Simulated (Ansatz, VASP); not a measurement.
ZnO: VASP beside Ansatz

```
Zn O
1.0
     2.64617    0.00000    0.00000
     0.00000    2.64617    0.00000
     0.00000    0.00000    2.64617
Zn O
1 1
Direct
  0.00000 0.00000 0.00000
  0.50000 0.50000 0.50000
```

Alike in both runs: task single point; functional r2SCAN; k mesh 6 × 6 × 6; occupations fermi-dirac, width 0.02 eV; no spin polarisation.

|  | VASP | Ansatz |
| --- | --- | --- |
| version | VASP 6.6.1 | Ansatz 0.2.0 |
| potentials or method | VASP PAW PBE potentials, release 64 (Zn, O_h) | plane waves, PAW |
| plane-wave cutoff (eV) | 1480 | 500 |
| valence electrons in the cell | 18 | 18 |

|  | VASP | Ansatz | Ansatz less VASP |
| --- | --- | --- | --- |
| pressure (GPa) | 1.7 | 0.2 | -1.55 |

VASP's potentials were made for PBE, not for r2SCAN.

The k mesh is coarse, so the values compare programs but aren't converged.
